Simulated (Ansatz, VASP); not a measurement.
## AgRh in VASP and in Ansatz

INCAR

```
PREC = Accurate ; ENCUT = 520
EDIFF = 1E-7 ; ISMEAR = -1
SIGMA = 0.05 ; LREAL = False
LASPH = True ; NELM = 100
ALGO = Normal ; ISIF = 2
LWAVE = False ; LCHARG = False
GGA = PS ; NBANDS = 20
```

The input KPOINTS:

```
regular mesh
0
Gamma
  11 11 6
```

The input POSCAR:

```
AgRh
1.0
    2.8320645439      0.0000000000      0.0000000000
   -1.4160322720      2.4526398402      0.0000000000
    0.0000000000      0.0000000000      4.9029122571
Ag Rh
1 1
Direct
    0.0000000000      0.0000000000      0.5000000000
    0.6666666667      0.3333333333      0.0000000000
```

Contents of input.yaml:

```yaml
crystal:
  lattice:
    - [2.8320645439, 0.0, 0.0]
    - [-1.416032272, 2.4526398402, 0.0]
    - [0.0, 0.0, 4.9029122571]
  atoms:
    - { symbol: Ag, position: [0.0, 0.0, 0.5] }
    - { symbol: Rh, position: [0.6666666667, 0.3333333333, 0.0] }
kpoints:
  mp_grid: { grid: [11, 11, 6] }
scf:
  occupations: { method: fermi_dirac, width: 0.05 }
hamiltonian:
  xc: pbesol
  pseudopotentials: { kind: all_electron, lapw: { basis_error: 0.0005 } }
output:
  forces: true
  stress: true
  eigenvalues: true
```

Change from the starting cell: volume scaled by 1.06.

Alike in both runs: task single point; functional PBEsol; k mesh 11 × 11 × 6; occupations fermi-dirac, width 0.05 eV; no spin polarisation.

|  | VASP | Ansatz |
| --- | --- | --- |
| version | VASP 6.6.1 | Ansatz 0.2.0 |
| potentials or method | VASP PAW PBE potentials, release 64 (Ag, Rh_pv), cutoff 520 eV | all-electron LAPW, scalar-relativistic |

Ansatz gave:

- gap on the k mesh at the Fermi level (eV): none
- pressure (GPa): -17.0
- traceless stress, the component that is largest in VASP (GPa): 0.76

**Question.** What did VASP give for the same quantities?

**Answer.** gap on the k mesh at the Fermi level (eV): none; pressure (GPa): -17.1; traceless stress, the component that is largest in VASP (GPa): 0.78.

VASP's potentials were made for PBE, not for PBEsol. A gap of «none» marks a metal or a gap that the smearing closes. Ansatz ran all-electron here, and VASP with PAW potentials.
